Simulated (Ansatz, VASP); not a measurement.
**Sc3Te2: VASP beside Ansatz**

Contents of INCAR:

```
SYSTEM = Sc3Te2
PREC     = Accurate       ! precision mode
ENCUT    = 600            ! plane-wave cutoff, eV
EDIFF    = 1E-7           ! SCF threshold, eV
ISMEAR   = 0              ! smearing method
SIGMA    = 0.1            ! smearing width, eV
LREAL    = .False.        ! projectors in reciprocal space
LASPH    = .True.         ! aspherical terms in the spheres
NELM     = 60             ! most SCF steps
ALGO     = Normal         ! electronic algorithm
ISIF     = 3              ! what is computed and relaxed
LWAVE    = .False.        ! write WAVECAR
LCHARG   = .False.        ! write CHGCAR
GGA      = PE             ! functional
IBRION   = 2              ! ionic algorithm
NSW      = 90             ! ionic steps
EDIFFG   = -0.04          ! ionic threshold
```

Contents of KPOINTS:

```
regular mesh
0
Gamma
  6 6 4
  0 0 0
```

File POSCAR:

```
Sc3Te2
1.0
    4.7949746000      0.0000000000      0.0000000000
   -2.3974873000      4.1525698100      0.0000000000
    0.0000000000      0.0000000000      5.8880550600
Sc Te
3 2
Direct
    0.0000000000      0.0000000000      0.7454000100
    0.0000000000      0.0000000000      0.2545999900
    0.6666666700      0.3333333300      0.0000000000
    0.6666666700      0.3333333300      0.5000000000
    0.3333333300      0.6666666700      0.0000000000
```

Input for Ansatz:

```yaml
crystal:
  lattice:
    - [4.7949746, 0.0, 0.0]
    - [-2.3974873, 4.15256981, 0.0]
    - [0.0, 0.0, 5.88805506]
  atoms:
    - { symbol: Sc, position: [0.0, 0.0, 0.74540001] }
    - { symbol: Sc, position: [0.0, 0.0, 0.25459999] }
    - { symbol: Sc, position: [0.66666667, 0.33333333, 0.0] }
    - { symbol: Te, position: [0.66666667, 0.33333333, 0.5] }
    - { symbol: Te, position: [0.33333333, 0.66666667, 0.0] }
basis:
  ecutwfc: 420
kpoints:
  mp_grid: { grid: [6, 6, 4] }
hamiltonian:
  xc: pbe
scf:
  occupations: { method: gaussian, width: 0.1 }
  lower_state_search: "off"
output:
  forces: true
  stress: true
  eigenvalues: true
relax:
  adjacent_minimum: "off"
  f_tol: 0.04
  max_steps: 70
  cell: { stress_tol: 0.4 }
```

Change from the starting cell: species swapped into the Fe3Ge2 type (P-6m2, No. 187).

Alike in both runs: task relaxation of cell and atoms; functional PBE; k mesh 6 × 6 × 4; occupations gaussian, width 0.1 eV; no spin polarisation.

|  | VASP | Ansatz |
| --- | --- | --- |
| version | VASP 6.6.1 | Ansatz 0.2.0 |
| potentials or method | VASP PAW PBE potentials, release 64 (Sc_sv, Te), cutoff 600 eV | scalar-relativistic, plane waves, PAW |
| valence electrons in the cell | 45 | 65 |

|  | VASP | Ansatz | Ansatz less VASP |
| --- | --- | --- | --- |
| gap on the k mesh at the Fermi level, each at its own relaxed structure (eV) | none | none | - |
| relaxed volume (Å³/atom) | 25.52 | 25.52 | 0.000 |
| relaxed cell length with the largest relative difference (Å) | 5.969 | 5.974 | +0.0046 |

A gap of «none» marks a metal or a gap that the smearing closes. VASP's potentials hold 45 valence electrons a cell and Ansatz's 65, so a difference there can come from the potentials and not from the codes.

Spin-orbit coupling is off throughout.
